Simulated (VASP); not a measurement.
Set up this calculation in VASP 6.6.1, as the native input.

```
Task                   : relaxation of cell and atoms
Functional             : PBE
Potentials or basis    : VASP PAW PBE potentials, release 64 (Zn, Se)
Cutoff                 : 600 eV
k mesh                 : 11 × 11 × 6
Occupations            : fermi-dirac, width 0.08 eV
Spin                   : no spin polarisation
Target pressure        : 31 GPa
Dipole correction      : no
Further INCAR settings : ALGO = Normal; EDIFF = 1e-06; IBRION = 2; EDIFFG = -0.005; NSW = 60; ISIF = 3
```

The structure of ZnSe (NiAs type) lies in POSCAR:

```
ZnSe
1.0
    3.5549082302      0.0000000000      0.0000000000
   -1.7774541151      3.0786408355      0.0000000000
    0.0000000000      0.0000000000      5.5101077568
Zn Se
2 2
Direct
    0.0000000000      0.0000000000      0.0000000000
    0.0000000000      0.0000000000      0.5000000000
    0.3333333333      0.6666666667      0.2500000000
    0.6666666667      0.3333333333      0.7500000000
```

One way to write it, as run:

INCAR

```
SYSTEM = ZnSe
PREC = Accurate
ENCUT = 600
EDIFF = 1E-6
ISMEAR = -1
SIGMA = 0.08
LREAL = .False.
LASPH = .True.
NELM = 60
ALGO = Normal
ISIF = 3
LWAVE = .False.
LCHARG = .False.
GGA = PE
IBRION = 2
NSW = 60
EDIFFG = -0.005
PSTRESS = 310.0
```

KPOINTS

```
Automatic mesh
0
Gamma
  11 11 6
  0 0 0
```

Potentials or basis: VASP PAW PBE potentials, release 64 (Zn, Se).

Run with:

```bash
$ cat potpaw_PBE.64/Zn/POTCAR potpaw_PBE.64/Se/POTCAR > POTCAR
$ mpirun -np 1 vasp_std > vasp.out
```

Results of the run:

The relaxed volume is 15.27 Å³/atom and the relaxed cell is a = 3.494 Å, b = 3.494 Å, c = 5.777 Å, α = 90.00°, β = 90.00°, γ = 120.00°. The space group after relaxing (to 0.05 Å) is P6_3/mmc (No. 194) and the energy change on relaxing (the enthalpy is what falls) is -51.9 meV/atom. The ionic steps are 6, the pressure after relaxing is 31.0 GPa and the band gap on the k mesh is zero (band 18 reaches 5.81 eV, above the bottom of band 19 at 5.20 eV).

Caveat: the cell is relaxed towards a set pressure, so the enthalpy falls and the energy may rise.

Run time: 3.4 min on 1 thread of AMD EPYC 9R45 96-Core Processor (Zen 5), with other jobs on the host, peak memory 0.23 GiB.
